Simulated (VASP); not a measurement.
# CuO2 (Cmcm) in VASP: single point with PBE+D3(BJ)+U

Aim: the single point of CuO2 with PBE+D3(BJ)+U.

Everything below comes from runs of VASP 6.6.1. Logs are shortened: lines on timing, memory, paths and dates and some standing lists are left out, and cuts for length are marked.

## (1) The cell of the first run

The structure is orthorhombic, space group Cmcm (No. 63). Conventional cell: a = 2.825 Å, b = 10.421 Å, c = 4.343 Å, α = 90.00°, β = 90.00°, γ = 90.00°. Cu (site symmetry m2m) has 6 O at 1.86 to 2.22 Å within 2.5 Å. Within 2.5 Å of O (site symmetry m2m) lie 2 Cu at 1.86 Å and 3 O at 2.42 to 2.47 Å. O (site symmetry m2m) has 4 Cu at 1.90 to 2.22 Å and 1 O at 2.47 Å within 2.5 Å.

## (2) Single point, PBE+D3(BJ)+U, collinear spin, ferromagnetic start

Input file INCAR:

```
SYSTEM = CuO2
PREC = Accurate
ENCUT = 520
EDIFF = 1E-6
ISMEAR = 0
SIGMA = 0.1
LREAL = .False.
LASPH = .True.
NELM = 150
ALGO = Normal
ISIF = 2
LWAVE = .False.
LCHARG = .True.
ISPIN = 2
MAGMOM = 1 1 0 0 0 0
LORBIT = 11
LMAXMIX = 4
LDAU = .True.
LDAUTYPE = 2
LDAUL = 2 -1
LDAUU = 4 0
LDAUJ = 0 0
LDAUPRINT = 1
GGA = PE
IVDW = 12
LELF = .True.
LVHAR = .True.
NBANDS = 36
```

Input file KPOINTS:

```
regular mesh
0
Gamma
  6 6 4
  0 0 0
```

Input file POSCAR:

```
CuO2
1.0
    1.4126150000     -5.2107470000      0.0000000000
    1.4126150000      5.2107470000      0.0000000000
    0.0000000000      0.0000000000      4.3434240000
Cu O
2 4
Direct
    0.8327470000      0.1672530000      0.2500000000
    0.1672530000      0.8327470000      0.7500000000
    0.4485140000      0.5514860000      0.2500000000
    0.5514860000      0.4485140000      0.7500000000
    0.2110300000      0.7889700000      0.2500000000
    0.7889700000      0.2110300000      0.7500000000
```

Potentials or basis: VASP PAW PBE potentials, release 64 (Cu, O).

Launch:

```bash
$ cat potpaw_PBE.64/Cu/POTCAR potpaw_PBE.64/O/POTCAR > POTCAR
$ mpirun -np 1 vasp_std > vasp.out
```

OUTCAR:

```text
SYSTEM = CuO2
   PREC = Accurate
   ENCUT = 520
   EDIFF = 1E-6
   ISMEAR = 0
   LREAL = .False.
   LASPH = .True.
   NELM = 150
   ISIF = 2
   ISPIN = 2
   LORBIT = 11
   GGA = PE
   IVDW = 12
 IVDW          = 12

 ion  position               nearest neighbor table
   1  0.833  0.167  0.250-   3 1.86   3 1.86   5 1.90   5 1.90   6 2.22   6 2.22
   2  0.167  0.833  0.750-   4 1.86   4 1.86   6 1.90   6 1.90   5 2.22   5 2.22
   3  0.449  0.551  0.250-   1 1.86   1 1.86
   4  0.551  0.449  0.750-   2 1.86   2 1.86
   5  0.211  0.789  0.250-   1 1.90   1 1.90   2 2.22   2 2.22
   6  0.789  0.211  0.750-   2 1.90   2 1.90   1 2.22   1 2.22

  LATTYP: Found a base centered orthorhombic cell.
 ALAT       =     2.8252300000
 B/A-ratio  =     3.6887241039
 C/A-ratio  =     1.5373700548

  Lattice vectors:

 A1 = (   1.4126150000,  -5.2107470000,   0.0000000000)
 A2 = (   1.4126150000,   5.2107470000,   0.0000000000)
 A3 = (   0.0000000000,   0.0000000000,   4.3434240000)

Analysis of symmetry for initial positions (statically):
=====================================================================
 Subroutine PRICEL returns:
 Original cell was already a primitive cell.

 Routine SETGRP: Setting up the symmetry group for a
 base centered orthorhombic supercell.

 Subroutine GETGRP returns: Found  8 space group operations
 (whereof  4 operations were pure point group operations)
 out of a pool of  8 trial point group operations.

The static configuration has the point symmetry C_2h.
 The point group associated with its full space group is D_2h.

Analysis of symmetry for dynamics (positions and initial velocities):
=====================================================================
 Subroutine PRICEL returns:
 Original cell was already a primitive cell.

 Routine SETGRP: Setting up the symmetry group for a
 base centered orthorhombic supercell.

 Subroutine GETGRP returns: Found  8 space group operations
 (whereof  4 operations were pure point group operations)
 out of a pool of  8 trial point group operations.

The dynamic configuration has the point symmetry C_2h.
 The point group associated with its full space group is D_2h.

Analysis of structural, dynamic, and magnetic symmetry:
=====================================================================
 Subroutine PRICEL returns:
 Original cell was already a primitive cell.

 Routine SETGRP: Setting up the symmetry group for a
 base centered orthorhombic supercell.

 Subroutine GETGRP returns: Found  8 space group operations
 (whereof  4 operations were pure point group operations)
 out of a pool of  8 trial point group operations.

The overall configuration has the point symmetry C_2h.
 The point group associated with its full space group is D_2h.

 Subroutine INISYM returns: Found  8 space group operations
 (whereof  4 operations are pure point group operations),
 and found     1 'primitive' translations

----------------------------------------------------------------------------------------

                                     Primitive cell

  volume of cell :      63.9420

  direct lattice vectors                    reciprocal lattice vectors
     1.412615000 -5.210747000  0.000000000     0.353953483 -0.095955532  0.000000000
     1.412615000  5.210747000  0.000000000     0.353953483  0.095955532  0.000000000
     0.000000000  0.000000000  4.343424000     0.000000000  0.000000000  0.230233106

  length of vectors
     5.398830006  5.398830006  4.343424000     0.366729509  0.366729509  0.230233106

  position of ions in fractional coordinates (direct lattice)
     0.832747000  0.167253000  0.250000000
     0.167253000  0.832747000  0.750000000
     0.448514000  0.551486000  0.250000000
     0.551486000  0.448514000  0.750000000
     0.211030000  0.788970000  0.250000000
     0.788970000  0.211030000  0.750000000

  ion indices of the primitive-cell ions
   primitive index   ion index
                 1           1
                 2           2
                 3           3
                 4           4
                 5           5
                 6           6

----------------------------------------------------------------------------------------

[... 102 lines left out ...]
   LEPSILON=     F    determine dielectric tensor
   LRPA    =     F    only Hartree local field effects (RPA)
 spin polarized calculation
 Gauss-broadening in eV      SIGMA  =   0.10
  energy-cutoff  :      520.00
  volume of cell :       63.94
 maximum number of plane-waves:      1742
   NGX = 21   NGY = 21   NGZ = 17

atom =   1  type =  1  l = 2

 onsite density matrix

spin component  1

  0.6688 -0.0000 -0.0000 -0.0000  0.0000
 -0.0000  0.9796  0.0000  0.0000  0.0000
 -0.0000  0.0000  0.9948 -0.0000 -0.0037
 -0.0000  0.0000 -0.0000  0.9793  0.0000
  0.0000  0.0000 -0.0037  0.0000  0.9866

spin component  2

  0.7221  0.0000  0.0000  0.0000  0.0000
  0.0000  0.9547 -0.0000 -0.0000 -0.0000
  0.0000 -0.0000  0.8644  0.0000  0.0107
  0.0000 -0.0000  0.0000  0.9544 -0.0000
  0.0000 -0.0000  0.0107 -0.0000  0.9793

 occupancies and eigenvectors

  o =  0.6688  v =  1.0000  0.0000  0.0000  0.0000  0.0000  0.0000  0.0000  0.0000  0.0000  0.0000      0.0000  0.0000  0.0000  0.0000  0.0000  0.0000  0.0000  0.0000  0.0000  0.0000
  o =  0.7221  v =  0.0000  0.0000  0.0000  0.0000  0.0000  1.0000  0.0000  0.0000  0.0000  0.0000      0.0000  0.0000  0.0000  0.0000  0.0000  0.0000  0.0000  0.0000  0.0000  0.0000
  o =  0.8634  v =  0.0000  0.0000  0.0000  0.0000  0.0000  0.0000 -0.0000  0.9958 -0.0000 -0.0921      0.0000  0.0000  0.0000  0.0000  0.0000  0.0000  0.0000  0.0000  0.0000  0.0000
  o =  0.9544  v =  0.0000  0.0000  0.0000  0.0000  0.0000  0.0000  0.0000  0.0000  1.0000 -0.0000      0.0000  0.0000  0.0000  0.0000  0.0000  0.0000  0.0000  0.0000  0.0000  0.0000
  o =  0.9547  v =  0.0000  0.0000  0.0000  0.0000  0.0000  0.0000 -1.0000 -0.0000  0.0000 -0.0000      0.0000  0.0000  0.0000  0.0000  0.0000  0.0000  0.0000  0.0000  0.0000  0.0000
  o =  0.9793  v =  0.0000  0.0000  0.0000 -1.0000  0.0000  0.0000  0.0000  0.0000  0.0000  0.0000      0.0000  0.0000  0.0000  0.0000  0.0000  0.0000  0.0000  0.0000  0.0000  0.0000
  o =  0.9796  v =  0.0000 -1.0000 -0.0000 -0.0000  0.0000  0.0000  0.0000  0.0000  0.0000  0.0000      0.0000  0.0000  0.0000  0.0000  0.0000  0.0000  0.0000  0.0000  0.0000  0.0000
  o =  0.9803  v =  0.0000  0.0000  0.0000  0.0000  0.0000  0.0000 -0.0000  0.0921  0.0000  0.9958      0.0000  0.0000  0.0000  0.0000  0.0000  0.0000  0.0000  0.0000  0.0000  0.0000
  o =  0.9852  v =  0.0000  0.0000  0.3588  0.0000  0.9334  0.0000  0.0000  0.0000  0.0000  0.0000      0.0000  0.0000  0.0000  0.0000  0.0000  0.0000  0.0000  0.0000  0.0000  0.0000
  o =  0.9962  v =  0.0000 -0.0000  0.9334  0.0000 -0.3588  0.0000  0.0000  0.0000  0.0000  0.0000      0.0000  0.0000  0.0000  0.0000  0.0000  0.0000  0.0000  0.0000  0.0000  0.0000

atom =   2  type =  1  l = 2

 onsite density matrix

spin component  1

  0.6688 -0.0000 -0.0000  0.0000  0.0000
 -0.0000  0.9796  0.0000  0.0000  0.0000
 -0.0000  0.0000  0.9948 -0.0000 -0.0037
  0.0000  0.0000 -0.0000  0.9793  0.0000
  0.0000  0.0000 -0.0037  0.0000  0.9866

spin component  2

  0.7221  0.0000  0.0000  0.0000  0.0000
  0.0000  0.9547 -0.0000 -0.0000 -0.0000
  0.0000 -0.0000  0.8644  0.0000  0.0107
  0.0000 -0.0000  0.0000  0.9544 -0.0000
  0.0000 -0.0000  0.0107 -0.0000  0.9793

 occupancies and eigenvectors

  o =  0.6688  v =  1.0000  0.0000  0.0000  0.0000  0.0000  0.0000  0.0000  0.0000  0.0000  0.0000      0.0000  0.0000  0.0000  0.0000  0.0000  0.0000  0.0000  0.0000  0.0000  0.0000
  o =  0.7221  v =  0.0000  0.0000  0.0000  0.0000  0.0000  1.0000  0.0000  0.0000  0.0000  0.0000      0.0000  0.0000  0.0000  0.0000  0.0000  0.0000  0.0000  0.0000  0.0000  0.0000
  o =  0.8634  v =  0.0000  0.0000  0.0000  0.0000  0.0000  0.0000 -0.0000  0.9958 -0.0000 -0.0921      0.0000  0.0000  0.0000  0.0000  0.0000  0.0000  0.0000  0.0000  0.0000  0.0000
  o =  0.9544  v =  0.0000  0.0000  0.0000  0.0000  0.0000  0.0000  0.0000  0.0000  1.0000 -0.0000      0.0000  0.0000  0.0000  0.0000  0.0000  0.0000  0.0000  0.0000  0.0000  0.0000
  o =  0.9547  v =  0.0000  0.0000  0.0000  0.0000  0.0000  0.0000 -1.0000 -0.0000  0.0000 -0.0000      0.0000  0.0000  0.0000  0.0000  0.0000  0.0000  0.0000  0.0000  0.0000  0.0000
  o =  0.9793  v =  0.0000 -0.0000 -0.0000  1.0000 -0.0000  0.0000  0.0000  0.0000  0.0000  0.0000      0.0000  0.0000  0.0000  0.0000  0.0000  0.0000  0.0000  0.0000  0.0000  0.0000
  o =  0.9796  v =  0.0000  1.0000  0.0000  0.0000 -0.0000  0.0000  0.0000  0.0000  0.0000  0.0000      0.0000  0.0000  0.0000  0.0000  0.0000  0.0000  0.0000  0.0000  0.0000  0.0000
  o =  0.9803  v =  0.0000  0.0000  0.0000  0.0000  0.0000  0.0000 -0.0000  0.0921  0.0000  0.9958      0.0000  0.0000  0.0000  0.0000  0.0000  0.0000  0.0000  0.0000  0.0000  0.0000
  o =  0.9852  v =  0.0000  0.0000  0.3588  0.0000  0.9334  0.0000  0.0000  0.0000  0.0000  0.0000      0.0000  0.0000  0.0000  0.0000  0.0000  0.0000  0.0000  0.0000  0.0000  0.0000
  o =  0.9962  v =  0.0000 -0.0000  0.9334  0.0000 -0.3588  0.0000  0.0000  0.0000  0.0000  0.0000      0.0000  0.0000  0.0000  0.0000  0.0000  0.0000  0.0000  0.0000  0.0000  0.0000

 number of electron      45.9999978 magnetization       1.9694320

 Free energy of the ion-electron system (eV)
  ---------------------------------------------------
  ext. energy  EPLUGINS =         0.00000000
  ---------------------------------------------------
  free energy    TOTEN  =       -24.37771047 eV

  energy without entropy =      -24.36280354  energy(sigma->0) =      -24.37025701

 E-fermi :   2.1337     XC(G=0): -10.9116

 val. band max:        2.1168040064   @ k =   0.3333   0.1667   0.5000
 cond. band min:       2.1397988735   @ k =   0.3333   0.0000   0.5000
 fundamental gap:      0.0229948672
 Fermi energy:         2.1337414652

 spin component 1

 k-point     1 :       0.0000    0.0000    0.0000
  band No.  band energies     occupation
      1     -16.9376      1.00000
      2     -15.5730      1.00000
      3     -15.4298      1.00000
      4     -14.7612      1.00000
      5      -4.2821      1.00000
      6      -4.2361      1.00000
[... 1817 lines left out ...]
     34      18.6478      0.00000
     35      18.8673      0.00000

 [... further k-points ...]

 [bands above 35 left out]

------------------------ aborting loop because EDIFF is reached ----------------------------------------

 Edisp (eV)   -1.08322

 E8    (eV) :    -0.3836

  FORCE on cell =-STRESS in cart. coord.  units (eV):
  Direction    XX          YY          ZZ          XY          YZ          ZX
  --------------------------------------------------------------------------------------
  -------------------------------------------------------------------------------------
  Total      -2.47442    -2.05640    -0.56224     0.00000     0.00000     0.00000
  in kB     -62.00088   -51.52660   -14.08801     0.00000     0.00000     0.00000
  external pressure =      -42.54 kB  Pullay stress =        0.00 kB

 VOLUME and BASIS-vectors are now :
 -----------------------------------------------------------------------------
  energy-cutoff  :      520.00
  volume of cell :       63.94
      direct lattice vectors                 reciprocal lattice vectors
     1.412615000 -5.210747000  0.000000000     0.353953483 -0.095955532  0.000000000
     1.412615000  5.210747000  0.000000000     0.353953483  0.095955532  0.000000000
     0.000000000  0.000000000  4.343424000     0.000000000  0.000000000  0.230233106

 POSITION                                       TOTAL-FORCE (eV/Angst)
 -----------------------------------------------------------------------------------
      1.41261     -3.46772      1.08586         0.000000      0.043084      0.000000
      1.41261      3.46772      3.25757         0.000000     -0.043084     -0.000000
      1.41261      0.53656      1.08586         0.000000      0.148031      0.000000
      1.41261     -0.53656      3.25757         0.000000     -0.148031     -0.000000
      1.41261      3.01150      1.08586         0.000000     -0.493133     -0.000000
      1.41261     -3.01150      3.25757         0.000000      0.493133     -0.000000
 -----------------------------------------------------------------------------------
    total drift:                               -0.000000      0.000000     -0.000000

  FREE ENERGIE OF THE ION-ELECTRON SYSTEM (eV)
  ---------------------------------------------------
  free  energy   TOTEN  =       -25.4609303775 eV

  energy  without entropy=      -25.4460234510  energy(sigma->0) =      -25.45347691

 total charge

# of ion       s       p       d       tot
------------------------------------------
    1        0.419   0.538   9.063  10.020
    2        0.419   0.538   9.063  10.020
    3        1.605   3.200   0.000   4.805
    4        1.605   3.200   0.000   4.805
    5        1.595   3.283   0.000   4.877
    6        1.595   3.283   0.000   4.877
--------------------------------------------------
tot          7.238  14.040  18.126  39.404

 magnetization (x)

# of ion       s       p       d       tot
------------------------------------------
    1       -0.006  -0.008   0.134   0.120
    2       -0.006  -0.008   0.134   0.120
    3        0.008   0.448   0.000   0.456
    4        0.008   0.448   0.000   0.456
    5        0.004   0.293   0.000   0.296
    6        0.004   0.293   0.000   0.296
--------------------------------------------------
tot          0.011   1.467   0.269   1.746
```

Wall time 8.5 min (1 thread of AMD EPYC 7R43 (Zen 3), shared host); peak memory 0.31 GiB.

What came out:

```yaml
Free_energy: -25.4609 eV
Pressure: -4.3 GPa
Largest_force: 0.493 eV/Å
Band_gap_on_the_k_mesh: zero (filled and empty bands overlap)
Net_moment: 1.97 μB per cell
Site_moments: Cu +0.12; O +0.46, +0.30 μB
Valence_electrons_inside_the_program's_atomic_spheres: Cu 10.02; O 4.80, 4.88
Dispersion_energy_per_atom: -0.181 eV
```

Forces in eV/Å, atoms in the order of the input:
```
Cu   0.000  0.043  0.000
Cu   0.000 -0.043  0.000
O    0.000  0.148  0.000
O    0.000 -0.148  0.000
O    0.000 -0.493  0.000
O    0.000  0.493  0.000
```

Levels at points of the mesh, in eV from the Fermi level:
Spin up:
```
           k point  band 20  band 21  band 22  band 23  band 24  band 25  band 26  band 27  band 28  band 29
(0.00, 0.00, 0.00)    -1.48    -1.42    -1.09    -0.60    -0.58     1.21     1.47     6.37    10.79    11.44
(0.50, 0.00, 0.00)    -2.31    -2.10    -2.09    -1.77    -0.23     0.81     0.88    10.62    10.98    12.07
(0.50, 0.50, 0.00)    -1.46    -1.34    -1.27    -1.17    -0.18     1.35     1.48     7.89     8.75    11.98
(0.00, 0.00, 0.50)    -1.72    -0.96    -0.96    -0.12    -0.12     1.34     1.34     8.87     8.87    10.62
(0.50, 0.00, 0.50)    -3.17    -1.21    -1.21    -0.08    -0.08     0.91     0.91    10.56    10.56    11.87
(0.50, 0.50, 0.50)    -1.79    -0.82    -0.82    -0.32    -0.32     1.43     1.43     9.72     9.72    10.00
```
Spin down:
```tsv
k point	band 20	band 21	band 22	band 23	band 24	band 25
(0.00, 0.00, 0.00)	-0.67	-0.62	-0.49	-0.05	0.89	1.42
(0.50, 0.00, 0.00)	-1.54	-1.54	-1.35	-0.92	1.08	1.17
(0.50, 0.50, 0.00)	-0.95	-0.88	-0.68	-0.27	1.28	1.56
(0.00, 0.00, 0.50)	-1.08	-0.43	-0.43	0.90	0.90	1.56
(0.50, 0.00, 0.50)	-2.76	-0.04	-0.04	0.80	0.80	1.31
(0.50, 0.50, 0.50)	-1.41	0.20	0.20	0.56	0.56	1.66
```

Eigenvalues of the final occupation matrices:
```tsv
site	spin	trace	eigenvalues
site 1 d	1	4.61	0.67 0.98 0.98 0.99 1.00
site 1 d	2	4.47	0.72 0.86 0.95 0.95 0.98
site 2 d	1	4.61	0.67 0.98 0.98 0.99 1.00
site 2 d	2	4.47	0.72 0.86 0.95 0.95 0.98
```

Caveat: the k points lie up to 0.38 Å⁻¹ apart; pairwise dispersion overbinds metals, which lowers pressure and volume.
